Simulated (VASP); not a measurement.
Input of a VASP 6.6.1 run:

INCAR

```
SYSTEM = CdF2
ALGO = Normal
EDIFF = 1E-7
ENCUT = 520
GGA = PE
ISIF = 2
ISMEAR = 0
LASPH = .TRUE.
LCHARG = .FALSE.
LREAL = .FALSE.
LWAVE = .FALSE.
NBANDS = 20
NELM = 100
PREC = Accurate
SIGMA = 0.05
```

File KPOINTS:

```
k-points
0
G
  8 8 8
  0 0 0
```

File POSCAR:

```
CdF2
1.0
    0.0000000000      2.6940000000      2.6940000000
    2.6940000000      0.0000000000      2.6940000000
    2.6940000000      2.6940000000      0.0000000000
Cd F
1 2
Direct
    0.0115998515     -0.0115998515      0.0115998515
    0.2500000000      0.2500000000      0.2500000000
    0.7500000000      0.7500000000      0.7500000000
```

Potentials or basis: VASP PAW PBE potentials, release 64 (Cd, F).

Launch:

```sh
$ cat potpaw_PBE.64/Cd/POTCAR potpaw_PBE.64/F/POTCAR > POTCAR
$ mpirun -np 1 vasp_std > vasp.out
```

(1) Estimate the band gap on the k mesh.

(2) Estimate the largest force.

(3) What does it give for the pressure?

Results:

(1) 3.07 eV, indirect (least direct gap 3.57 eV).

(2) 0.369 eV/Å.

(3) 6.4 GPa.

Caveat: the cell differs from its parent crystal (all Cd atoms moved +0.062 Å, as atom 1 along Cartesian [0 1 0]).
